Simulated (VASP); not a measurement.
Write the native input for VASP 6.6.1 that does the following.

```
Task                   : single point
Functional             : PBE
Dispersion             : D3(BJ)
Potentials or basis    : VASP PAW PBE potentials, release 64 (Sn_d, O)
Cutoff                 : 520 eV
k mesh                 : 7 × 7 × 1
Occupations            : gaussian, width 0.05 eV
Spin                   : no spin polarisation
Dipole correction      : yes
Further INCAR settings : ALGO = Normal; EDIFF = 1e-06; NBANDS = 50
```

The structure of SnO lies in POSCAR:

```
SnO
1.0
    3.8201634548      0.0000000000      0.0000000000
    0.0000000000      3.8201634548      0.0000000000
    0.0000000000      0.0000000000     22.2260811900
Sn O
4 4
Direct
    0.7500000000      0.2500000000      0.2024648413
    0.2500000000      0.7500000000      0.3087409629
    0.2500000000      0.7500000000      0.5103748387
   -0.2500000000      1.2500000000      0.6166487342
    0.2500000000      0.2500000000      0.2556003620
    0.7500000000      0.7500000000      0.2556003620
   -0.2500000000      0.7500000000      0.5635158027
    0.2500000000      1.2500000000      0.5635158027
```

The input as run:

INCAR

```
SYSTEM = SnO
PREC = Accurate ; ENCUT = 520
EDIFF = 1E-6 ; ISMEAR = 0
SIGMA = 0.05 ; LREAL = .False.
LASPH = .True. ; NELM = 80
ALGO = Normal ; ISIF = 2
LWAVE = .False. ; LCHARG = .False.
LDIPOL = .True. ; IDIPOL = 3
DIPOL = 0.5 0.5 0.410 ; GGA = PE
IVDW = 12 ; NBANDS = 50
```

KPOINTS

```
regular mesh
0
Gamma
  7 7 1
  0 0 0
```

Potentials or basis: VASP PAW PBE potentials, release 64 (Sn_d, O).

Run with:

```console
$ cat potpaw_PBE.64/Sn_d/POTCAR potpaw_PBE.64/O/POTCAR > POTCAR
$ mpirun -np 1 vasp_std > vasp.out
```

Results of the run:

```
Largest force              : 0.097 eV/Å
Band gap on the k mesh     : 2.58 eV (least direct gap 2.61 eV)
Dispersion energy per atom : -0.152 eV
```

Caveat: spin-orbit coupling is left out, which moves the levels of the heavy elements.

Run time: 2.5 min on 1 thread of AMD EPYC 9R45 96-Core Processor (Zen 5) (shared host), peak memory 0.36 GiB.
